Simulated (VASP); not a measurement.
A run of VASP 6.6.1 is set up as follows.

The input INCAR:

```
  ALGO = Normal
  EDIFF = 1E-7
  ENCUT = 520
  GGA = PE
  ISIF = 2
  ISMEAR = -1
  ISPIN = 2
  LASPH = True
  LCHARG = False
  LMAXMIX = 4
  LORBIT = 11
  LREAL = False
  LWAVE = False
  MAGMOM = 4.5 0 0
  NBANDS = 23
  NELM = 150
  PREC = Accurate
  SIGMA = 0.05
```

KPOINTS

```
k-points
0
Gamma
  10 10 8
```

The input POSCAR:

```
CrO2
1.0
    2.4554341700     -1.5052299900      0.0000000000
    2.4554341700      1.5052299900      0.0000000000
   -0.0024174100      0.0000000000      3.4626770800
Cr O
1 2
Direct
    0.0000000000      0.0000000000      0.0000000000
    0.6879000000      0.6879000000      0.2889000000
    0.3121000000      0.3121000000      0.7111000000
```

Potentials or basis: VASP PAW PBE potentials, release 64 (Cr_pv, O).

Run with:

```sh
$ cat potpaw_PBE.64/Cr_pv/POTCAR potpaw_PBE.64/O/POTCAR > POTCAR
$ mpirun -np 1 vasp_std > vasp.out
```

(1) What does it give for the band gap on the k mesh?

(2) Predict the largest force.

(3) What does it give for the site moments?

(4) Estimate the pressure.

Answers

(1) zero (filled and empty bands overlap).

(2) 3.363 eV/Å.

(3) Cr +2.16; O -0.11 μB.

(4) 18.2 GPa.

Caveat: a cell with one magnetic atom can't hold antiferromagnetic order, which such compounds often take; semilocal functionals often make such compounds metallic where correlation or magnetic order opens a gap, which also shifts bond lengths; forces of over 1 eV/Å act on the atoms, so gaps and moduli don't describe the material at rest.
